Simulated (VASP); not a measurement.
**Sb: single point with PBEsol+D3(BJ)**

Sb, a slab with vacuum:

```xyz
5
Lattice="3.1600 0.0000 0.0000 0.0000 4.4689 0.0000 0.0000 0.0000 23.9378" Properties=species:S:1:pos:R:3 pbc="T T T"
Sb    0.0000    2.2345    7.5000
Sb    0.0000    0.0000    9.7345
Sb    0.0000    2.2345   11.7686
Sb    0.0000    0.0000   13.9886
Sb    0.0000    2.2345   15.8932
```

| Property | Result |
| --- | --- |
| Program | VASP 6.6.1 |
| Task | single point |
| Functional | PBEsol |
| Dispersion | D3(BJ) |
| Potentials or basis | VASP PAW PBE potentials, release 64 (Sb) |
| Cutoff | 520 eV |
| k mesh | 8 × 6 × 1 |
| Occupations | fermi-dirac, width 0.05 eV |
| Spin | no spin polarisation |
| Dipole correction | yes |
| Further INCAR settings | ALGO = Normal; EDIFF = 1e-06; NBANDS = 20 |

```
Largest force              : 0.809 eV/Å
Dispersion energy per atom : -0.339 eV
```

Forces on the atoms (eV/Å):
```
Sb   0.000  0.000  0.795
Sb   0.000  0.000 -0.809
Sb   0.000  0.000  0.013
Sb   0.000  0.000 -0.033
Sb   0.000  0.000  0.034
```

Levels at points of the mesh, in eV from the Fermi level:
```tsv
k point	band 8	band 9	band 10	band 11	band 12	band 13	band 14	band 15	band 16	band 17
(0.00, 0.00, 0.00)	-2.60	-2.07	-1.22	-0.93	0.19	0.96	1.93	2.83	3.04	3.23
(0.50, 0.00, 0.00)	-3.52	-2.38	-1.72	-1.54	-0.83	-0.82	0.04	0.94	1.02	2.46
(0.00, 0.50, 0.00)	-3.41	-2.95	-1.03	-0.90	1.30	1.94	3.75	4.19	4.58	4.63
(0.50, 0.50, 0.00)	-3.44	-3.34	-3.15	-3.06	-2.75	-1.44	-0.91	1.02	1.23	2.67
```

Run time: 3.4 min on 1 thread of Intel(R) Xeon(R) Platinum 8259CL CPU @ 2.50GHz (Skylake/Cascade Lake), with other jobs on the host, peak memory 0.43 GiB.

Caveat: the PAW data sets were made with another functional, which shifts forces and pressure a little; spin-orbit coupling is left out, which moves the levels of the heavy elements.
